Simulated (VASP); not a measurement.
# CsCl (Pm-3m) in VASP: a series of runs

The runs below take CsCl through relaxation of cell and atoms, with PBEsol.

Everything below comes from runs of VASP 6.6.1. Logs are shortened: lines on timing, memory, paths and dates and some standing lists are left out, and cuts for length are marked.

## Step 1: The cell of the first run

The structure is cubic, space group Pm-3m (No. 221). The conventional cell has a = 4.065 Å, b = 4.065 Å, c = 4.065 Å, α = 90.00°, β = 90.00°, γ = 90.00°. Cs (site symmetry m-3m) has 8 Cl at 3.52 Å and 6 Cs at 4.07 Å within 4.6 Å. Within 4.6 Å of Cl (site symmetry m-3m) lie 8 Cs at 3.52 Å and 6 Cl at 4.07 Å.

## Step 2: Relaxation of cell and atoms, PBEsol, target pressure 4 GPa, at which the enthalpy is minimised

Input file INCAR:

```
ALGO     = Normal         # electronic algorithm
EDIFF    = 1E-7           # SCF threshold, eV
EDIFFG   = -0.002         # ionic threshold
ENCUT    = 500            # plane-wave cutoff, eV
GGA      = PS             # functional
GGA_COMPAT= False        
IBRION   = 2              # ionic algorithm
ISIF     = 3              # what is computed and relaxed
ISMEAR   = 0              # smearing method
LASPH    = True           # aspherical terms in the spheres
LCHARG   = False          # write CHGCAR
LREAL    = False          # projectors in reciprocal space
LWAVE    = False          # write WAVECAR
NELM     = 120            # most SCF steps
NELMIN   = 4            
NSW      = 100            # ionic steps
PREC     = Accurate       # precision mode
PSTRESS  = 40.0         
SIGMA    = 0.01           # smearing width, eV
```

Input file KPOINTS:

```
k-points
0
Gamma
  6 6 6
```

Input file POSCAR:

```
CsCl
1.0
    4.0653445471      0.0000000000      0.0000000000
    0.0000000000      4.0653445471      0.0000000000
    0.0000000000      0.0000000000      4.0653445471
Cs Cl
1 1
Direct
    0.0000000000      0.0000000000      0.0000000000
    0.5000000000      0.5000000000      0.5000000000
```

Potentials or basis: VASP PAW PBE potentials, release 64 (Cs_sv, Cl).

Launch:

```sh
$ cat potpaw_PBE.64/Cs_sv/POTCAR potpaw_PBE.64/Cl/POTCAR > POTCAR
$ mpirun -np 1 vasp_std > vasp.out
```

OUTCAR:

```text
EDIFF = 1E-7
   EDIFFG = -0.002
   ENCUT = 500
   GGA = PS
   IBRION = 2
   ISIF = 3
   ISMEAR = 0
   LASPH = True
   LREAL = False
   NELM = 120
   NELMIN = 4
   NSW = 100
   PREC = Accurate
   PSTRESS = 40.0

 ion  position               nearest neighbor table
   1  0.000  0.000  0.000-
   2  0.500  0.500  0.500-

  LATTYP: Found a simple cubic cell.
 ALAT       =     4.0653445471

  Lattice vectors:

 A1 = (   4.0653445471,   0.0000000000,   0.0000000000)
 A2 = (   0.0000000000,   4.0653445471,   0.0000000000)
 A3 = (   0.0000000000,   0.0000000000,   4.0653445471)

Analysis of symmetry for initial positions (statically):
=====================================================================
 Subroutine PRICEL returns:
 Original cell was already a primitive cell.

 Routine SETGRP: Setting up the symmetry group for a
 simple cubic supercell.

 Subroutine GETGRP returns: Found 48 space group operations
 (whereof 48 operations were pure point group operations)
 out of a pool of 48 trial point group operations.

The static configuration has the point symmetry O_h .

Analysis of symmetry for dynamics (positions and initial velocities):
=====================================================================
 Subroutine PRICEL returns:
 Original cell was already a primitive cell.

 Routine SETGRP: Setting up the symmetry group for a
 simple cubic supercell.

 Subroutine GETGRP returns: Found 48 space group operations
 (whereof 48 operations were pure point group operations)
 out of a pool of 48 trial point group operations.

The dynamic configuration has the point symmetry O_h .

 Subroutine INISYM returns: Found 48 space group operations
 (whereof 48 operations are pure point group operations),
 and found     1 'primitive' translations

----------------------------------------------------------------------------------------

                                     Primitive cell

  volume of cell :      67.1881

  direct lattice vectors                    reciprocal lattice vectors
     4.065344547  0.000000000  0.000000000     0.245981611  0.000000000  0.000000000
     0.000000000  4.065344547  0.000000000     0.000000000  0.245981611  0.000000000
     0.000000000  0.000000000  4.065344547     0.000000000  0.000000000  0.245981611

  length of vectors
     4.065344547  4.065344547  4.065344547     0.245981611  0.245981611  0.245981611

  position of ions in fractional coordinates (direct lattice)
     0.000000000  0.000000000  0.000000000
     0.500000000  0.500000000  0.500000000

  ion indices of the primitive-cell ions
   primitive index   ion index
                 1           1
                 2           2

----------------------------------------------------------------------------------------

 KPOINTS: k-points

Automatic generation of k-mesh.
 Grid dimensions read from file:
 generate k-points for:    6    6    6

 Generating k-lattice:

  Cartesian coordinates                     Fractional coordinates (reciprocal lattice)
     0.040996935  0.000000000  0.000000000     0.166666667  0.000000000  0.000000000
     0.000000000  0.040996935  0.000000000     0.000000000  0.166666667  0.000000000
     0.000000000  0.000000000  0.040996935     0.000000000  0.000000000  0.166666667

  Length of vectors
     0.040996935  0.040996935  0.040996935

  Shift w.r.t. Gamma in fractional coordinates (k-lattice)
     0.000000000  0.000000000  0.000000000

 Subroutine IBZKPT returns following result:
 ===========================================

 Found     20 irreducible k-points:

 Following reciprocal coordinates:
            Coordinates               Weight
  0.000000  0.000000  0.000000      1.000000
  0.166667  0.000000  0.000000      6.000000
  0.333333  0.000000  0.000000      6.000000
  0.500000  0.000000  0.000000      3.000000
  0.166667  0.166667  0.000000     12.000000
  0.333333  0.166667  0.000000     24.000000
[... 12 lines left out ...]
  0.500000  0.500000  0.333333      6.000000
  0.500000  0.500000  0.500000      1.000000
   k-points           NKPTS =     20   k-points in BZ     NKDIM =     20   number of bands    NBANDS=     12
   number of dos      NEDOS =    301   number of ions     NIONS =      2
   total plane-waves  NPLWV =  27000
   dimension x,y,z NGX =    30 NGY =   30 NGZ =   30
   dimension x,y,z NGXF=    60 NGYF=   60 NGZF=   60
   ions per type =               1   1
   NGX,Y,Z   is equivalent  to a cutoff of  12.27, 12.27, 12.27 a.u.
   NGXF,Y,Z  is equivalent  to a cutoff of  24.54, 24.54, 24.54 a.u.
 SYSTEM =  unknown system
   PREC   = accura    normal or accurate (medium, high low for compatibility)
   ISTART =      0    job   : 0-new  1-cont  2-samecut
   ICHARG =      2    charge: 1-file 2-atom 10-const
   ISPIN  =      1    spin polarized calculation?
   LNONCOLLINEAR =      F non collinear calculations
   LSORBIT =      F    spin-orbit coupling
   LASPH  =      T    aspherical Exc in radial PAW
   ENCUT  =  500.0 eV  36.75 Ry    6.06 a.u.   7.41  7.41  7.41*2*pi/ulx,y,z
   NELM   =    120;   NELMIN=  4; NELMDL= -5     # of ELM steps
   EDIFF  = 0.1E-06   stopping-criterion for ELM
   LREAL  =      F    real-space projection
   EDIFFG = -.2E-02   stopping-criterion for IOM
   NSW    =    100    number of steps for IOM
   IBRION =      2    ionic relax: 0-MD 1-quasi-New 2-CG
   NFREE  =      1    steps in history (QN), initial steepest desc. (CG)
   ISIF   =      3    stress and relaxation
   ISYM   =      2    0-nonsym 1-usesym 2-fastsym
   POTIM  = 0.5000    time-step for ionic-motion
   TEBEG  =    0.0;   TEEND  =   0.0 temperature during run
   PSTRESS=   40.0 pullay stress
   NELECT =      16.0000    total number of electrons
   NUPDOWN=      -1.0000    fix difference up-down
   EMIN   =  10.00;   EMAX   =-10.00  energy-range for DOS
   EFERMI =   0.00;   METHOD = LEGACY
   ISMEAR =     0;   SIGMA  =   0.01  broadening in eV -4-tet -1-fermi 0-gaus
   EFERMI_NEDOS =   21; number of points for ismear=-14 and -15
   IALGO  =     38    algorithm
   IMIX   =      4    mixing-type and parameters
     AMIX     =   0.40;   BMIX     =  1.00
     AMIX_MAG =   1.60;   BMIX_MAG =  1.00
  volume/ion in A,a.u.               =      33.59       226.70
  Fermi-wavevector in a.u.,A,eV,Ry     =   1.014731  1.917563 14.009625  1.029678
  Thomas-Fermi vector in A             =   2.147975
   LORBIT       =      0    0 simple, 1 ext, 2 COOP (PROOUT), +10 PAW based schemes
   GGA     = PS    functional components
   LHFCALC =     F    Hartree Fock is set to
   AEXX    =    0.0000 exact exchange contribution
   IVDW    =     0    specifies the selected vdW correction
   LEPSILON=     F    determine dielectric tensor
   LRPA    =     F    only Hartree local field effects (RPA)
 conjugate gradient relaxation of ions
 non-spin polarized calculation
 Gauss-broadening in eV      SIGMA  =   0.01
  energy-cutoff  :      500.00
  volume of cell :       67.19
 maximum number of plane-waves:      1743
 NGX is ok and might be reduce to    30
   NGX = 15   NGY = 15   NGZ = 15

--------------------------------------- Ionic step        1  -------------------------------------------

 number of electron      16.0000008 magnetization

 Free energy of the ion-electron system (eV)
  ---------------------------------------------------
  ext. energy  EPLUGINS =         0.00000000
  ---------------------------------------------------
  free energy    TOTEN  =        -6.84492835 eV

  energy without entropy =       -6.84492835  energy(sigma->0) =       -6.84492835

 E-fermi :  -0.1201     XC(G=0):  -8.6740

 val. band max:       -0.1819956632   @ k =   0.0000   0.0000   0.0000
 cond. band min:       5.0294478983   @ k =   0.0000   0.0000   0.0000
 fundamental gap:      5.2114435615
 Fermi energy:        -0.1201230271

 k-point     1 :       0.0000    0.0000    0.0000
  band No.  band energies     occupation
      1     -19.5053      2.00000
      2     -12.3990      2.00000
      3      -5.9443      2.00000
      4      -5.9443      2.00000
      5      -5.9443      2.00000
      6      -0.1820      2.00000
      7      -0.1820      2.00000
      8      -0.1820      2.00000
      9       5.0294      0.00000
     10       5.0294      0.00000
     11       5.0562      0.00000
     12       9.9634      0.00000
[... 733 lines left out ...]
  FREE ENERGIE OF THE ION-ELECTRON SYSTEM (eV)
  ---------------------------------------------------
  free  energy   TOTEN  =        -6.7441698387 eV

  energy  without entropy=       -6.7441698387  energy(sigma->0) =       -6.74416984

  enthalpy is  TOTEN    =        -5.2898565672 eV   P V=        1.4543132715

--------------------------------------- Ionic step        5  -------------------------------------------

 number of electron      16.0000002 magnetization

 Free energy of the ion-electron system (eV)
  ---------------------------------------------------
  ext. energy  EPLUGINS =         0.00000000
  ---------------------------------------------------
  free energy    TOTEN  =        -6.74722203 eV

  energy without entropy =       -6.74722203  energy(sigma->0) =       -6.74722203

 E-fermi :   0.7866     XC(G=0):  -9.3565

 val. band max:        0.7173093683   @ k =   0.0000   0.0000   0.0000
 cond. band min:       5.6605550975   @ k =   0.0000   0.0000   0.0000
 fundamental gap:      4.9432457292
 Fermi energy:         0.7865575504

 k-point     1 :       0.0000    0.0000    0.0000
  band No.  band energies     occupation
      1     -18.5568      2.00000
      2     -11.7508      2.00000
      3      -4.8680      2.00000
      4      -4.8680      2.00000
      5      -4.8680      2.00000
      6       0.7173      2.00000
      7       0.7173      2.00000
      8       0.7173      2.00000
      9       5.6606      0.00000
     10       5.6606      0.00000
     11       6.6817      0.00000
     12      11.2982      0.00000
[... 305 lines left out ...]
 POSITION                                       TOTAL-FORCE (eV/Angst)
 -----------------------------------------------------------------------------------
     -0.00000     -0.00000      3.87915         0.000000      0.000000      0.000000
      1.93958      1.93958      1.93958        -0.000000     -0.000000      0.000000
 -----------------------------------------------------------------------------------
    total drift:                                0.000000      0.000000      0.000000

  FREE ENERGIE OF THE ION-ELECTRON SYSTEM (eV)
  ---------------------------------------------------
  free  energy   TOTEN  =        -6.7472220331 eV

  energy  without entropy=       -6.7472220331  energy(sigma->0) =       -6.74722203

  enthalpy is  TOTEN    =        -5.2898835809 eV   P V=        1.4573384522

 reached required accuracy - stopping structural energy minimisation
```

It took 21 s on 1 thread of AMD EPYC 9R45 (Zen 5), shared host; peak memory 0.14 GiB.

Results:

```
Free energy                                                : -6.7472 eV
Relaxed volume                                             : 29.19 Å³/atom
Relaxed cell                                               : a = 3.879 Å, b = 3.879 Å, c = 3.879 Å, α = 90.00°, β = 90.00°, γ = 90.00°
Space group after relaxing (to 0.1 Å)                      : Pm-3m (No. 221)
Energy change on relaxing (the run minimises the enthalpy) : +48.9 meV/atom
Ionic steps                                                : 5
Pressure after relaxing                                    : 4.0 GPa
Band gap on the k mesh                                     : 4.94 eV
```

The path:
```
step  energy change (eV)  largest force (eV/Å)  pressure (GPa)  volume (Å³)
   1              0.0000                0.0000            0.09        67.19
   2              0.0717                0.0000            3.29        59.52
   3              0.0966                0.0000            3.97        58.42
   4              0.1008                0.0000            4.08        58.25
   5              0.0977                0.0000            4.00        58.37
```

Final structure:
```xyz
2
Lattice="3.8792 0.0000 0.0000 0.0000 3.8792 0.0000 0.0000 0.0000 3.8792" Properties=species:S:1:pos:R:3 pbc="T T T"
Cs    0.0000    0.0000    3.8792
Cl    1.9396    1.9396    1.9396
```

Levels at points of the mesh, in eV from the valence-band top:
```
           k point  band 4  band 5  band 6  band 7  band 8  band 9  band 10  band 11  band 12
(0.00, 0.00, 0.00)   -5.59   -5.59    0.00    0.00    0.00    4.94     4.94     5.96    10.58
(0.50, 0.00, 0.00)   -5.29   -5.29   -1.67   -0.49   -0.49    6.27     8.39     8.95     9.95
(0.50, 0.50, 0.00)   -6.86   -5.13   -0.46   -0.46   -0.22    5.90     5.96     8.01     8.01
(0.50, 0.50, 0.50)   -6.39   -6.39   -1.72   -1.72   -1.72    9.24     9.24     9.24    11.47
```

Caveat: the cell is relaxed towards a set pressure, so the run minimises the enthalpy, not the energy; the PAW data sets were made with another functional, which shifts forces and pressure a little; spin-orbit coupling is left out, which moves the levels of the heavy elements.

## Step 3: Relaxation of cell and atoms, PBEsol, target pressure 7 GPa, at which the enthalpy is minimised

Input file INCAR:

```
SYSTEM = CsCl
PREC = Accurate ; ENCUT = 500
EDIFF = 1E-7 ; ISMEAR = 0
SIGMA = 0.01 ; LREAL = .FALSE.
LASPH = .TRUE. ; NELM = 120
ALGO = Normal ; ISIF = 3
LWAVE = .FALSE. ; LCHARG = .FALSE.
GGA = PS ; IBRION = 2
NSW = 100 ; EDIFFG = -0.002
PSTRESS = 70.0 ; GGA_COMPAT = .FALSE.
NELMIN = 4
```

Input file KPOINTS:

```
Automatic mesh
0
G
  6 6 6
  0 0 0
```

POSCAR is that of step 2.

Potentials or basis: VASP PAW PBE potentials, release 64 (Cs_sv, Cl).

Launch:

```sh
$ cat potpaw_PBE.64/Cs_sv/POTCAR potpaw_PBE.64/Cl/POTCAR > POTCAR
$ mpirun -np 1 vasp_std > vasp.out
```

It took 14 s on 1 thread of AMD EPYC 9R45 (Zen 5), shared host; peak memory 0.14 GiB.

It converged, with:

- Free energy: -6.6179 eV
- Relaxed volume: 27.27 Å³/atom
- Relaxed cell: a = 3.792 Å, b = 3.792 Å, c = 3.792 Å, α = 90.00°, β = 90.00°, γ = 90.00°
- Space group after relaxing (to 0.1 Å): Pm-3m (No. 221)
- Energy change on relaxing (the run minimises the enthalpy): +113.5 meV/atom
- Ionic steps: 3
- Pressure after relaxing: 7.0 GPa
- Band gap on the k mesh: 4.75 eV

Step by step:
| step | energy change (eV) | largest force (eV/Å) | pressure (GPa) | volume (Å³) |
| --- | --- | --- | --- | --- |
| 1 | 0.0000 | 0.0000 | 0.09 | 67.19 |
| 2 | 0.2491 | 0.0000 | 7.49 | 54.06 |
| 3 | 0.2270 | 0.0000 | 7.01 | 54.54 |

Final structure:
```
CELL_PARAMETERS angstrom
3.79241 0.00000 0.00000
0.00000 3.79241 0.00000
0.00000 0.00000 3.79241
ATOMIC_POSITIONS crystal
Cs 0.00000 0.00000 0.00000
Cl 0.50000 0.50000 0.50000
```

Levels at points of the mesh, in eV from the valence-band top:
```tsv
k point	band 4	band 5	band 6	band 7	band 8	band 9	band 10	band 11	band 12
(0.00, 0.00, 0.00)	-5.56	-5.56	0.00	0.00	0.00	4.75	4.75	6.37	10.76
(0.50, 0.00, 0.00)	-5.18	-5.18	-1.88	-0.63	-0.63	6.20	8.73	8.83	10.44
(0.50, 0.50, 0.00)	-7.06	-4.99	-0.46	-0.46	-0.32	5.89	5.95	7.99	7.99
(0.50, 0.50, 0.50)	-6.46	-6.46	-2.01	-2.01	-2.01	9.56	9.56	9.56	11.90
```

Caveat: the cell is relaxed towards a set pressure, so the run minimises the enthalpy, not the energy; the volume moved by over 15 % at a fixed basis, so the end points are rough; the PAW data sets were made with another functional, which shifts forces and pressure a little; spin-orbit coupling is left out, which moves the levels of the heavy elements. A k mesh can miss the band edges.

## Step 4: Relaxation of cell and atoms, PBEsol, target pressure 10 GPa, at which the enthalpy is minimised

Input file INCAR:

```
PREC = Accurate
ENCUT = 500
EDIFF = 1E-7
ISMEAR = 0
SIGMA = 0.01
LREAL = False
LASPH = True
NELM = 120
ALGO = Normal
ISIF = 3
LWAVE = False
LCHARG = False
GGA = PS
IBRION = 2
NSW = 100
EDIFFG = -0.002
PSTRESS = 100.0
GGA_COMPAT = False
NELMIN = 4
```

Input file KPOINTS:

```
Automatic mesh
0
Gamma
  6 6 6
```

POSCAR is that of step 3.

Launch:

```sh
$ cat potpaw_PBE.64/Cs_sv/POTCAR potpaw_PBE.64/Cl/POTCAR > POTCAR
$ mpirun -np 1 vasp_std > vasp.out
```

Run time: 46 s. Hardware: 1 thread of AMD EPYC 9R45 (Zen 5), shared host; peak memory 0.15 GiB.

The run converged. Its results:

- Free energy: -6.4716 eV
- Relaxed volume: 25.88 Å³/atom
- Relaxed cell: a = 3.727 Å, b = 3.727 Å, c = 3.727 Å, α = 90.00°, β = 90.00°, γ = 90.00°
- Space group after relaxing (to 0.1 Å): Pm-3m (No. 221)
- Energy change on relaxing (the run minimises the enthalpy): +186.7 meV/atom
- Ionic steps: 16
- Pressure after relaxing: 10.0 GPa
- Band gap on the k mesh: 4.58 eV

The path:
```csv
step,energy change (eV),largest force (eV/Å),pressure (GPa),volume (Å³)
1,0.0000,0.0000,0.09,67.19
2,0.5838,0.0000,14.01,48.93
3,0.3749,0.0000,10.03,51.74
4,0.3575,0.0000,9.69,52.02
5,0.3580,0.0000,9.70,52.01
6,0.3597,0.0000,9.73,51.99
7,0.3597,0.0000,9.73,51.99
8,0.3598,0.0000,9.73,51.99
9,0.3599,0.0000,9.74,51.98
10,0.3602,0.0000,9.74,51.98
11,0.3608,0.0000,9.75,51.97
12,0.3620,0.0000,9.78,51.95
13,0.3644,0.0000,9.82,51.91
14,0.3692,0.0000,9.92,51.83
15,0.3790,0.0000,10.11,51.68
16,0.3733,0.0000,10.00,51.77
```

Final structure:
```xyz
2
Lattice="3.7269 0.0000 0.0000 0.0000 3.7269 0.0000 0.0000 0.0000 3.7269" Properties=species:S:1:pos:R:3 pbc="T T T"
Cs    0.0000    0.0000    3.7269
Cl    1.8634    1.8634    1.8634
```

Levels at points of the mesh, in eV from the valence-band top:
| k point | band 5 | band 6 | band 7 | band 8 | band 9 | band 10 | band 11 | band 12 |
| --- | --- | --- | --- | --- | --- | --- | --- | --- |
| (0.00, 0.00, 0.00) | -5.56 | 0.00 | 0.00 | 0.00 | 4.58 | 4.58 | 6.71 | 10.87 |
| (0.50, 0.00, 0.00) | -5.11 | -2.06 | -0.76 | -0.76 | 6.12 | 8.71 | 8.99 | 10.69 |
| (0.50, 0.50, 0.00) | -4.89 | -0.47 | -0.47 | -0.41 | 5.87 | 5.93 | 7.96 | 7.96 |
| (0.50, 0.50, 0.50) | -6.56 | -2.27 | -2.27 | -2.27 | 9.82 | 9.82 | 9.82 | 12.24 |

Caveat: the cell is relaxed towards a set pressure, so the run minimises the enthalpy, not the energy; the volume moved by over 15 % at a fixed basis, so the end points are rough; the PAW data sets were made with another functional, which shifts forces and pressure a little; spin-orbit coupling is left out, which moves the levels of the heavy elements. A k mesh can miss the band edges.

(Continued in part 2 of 2.)
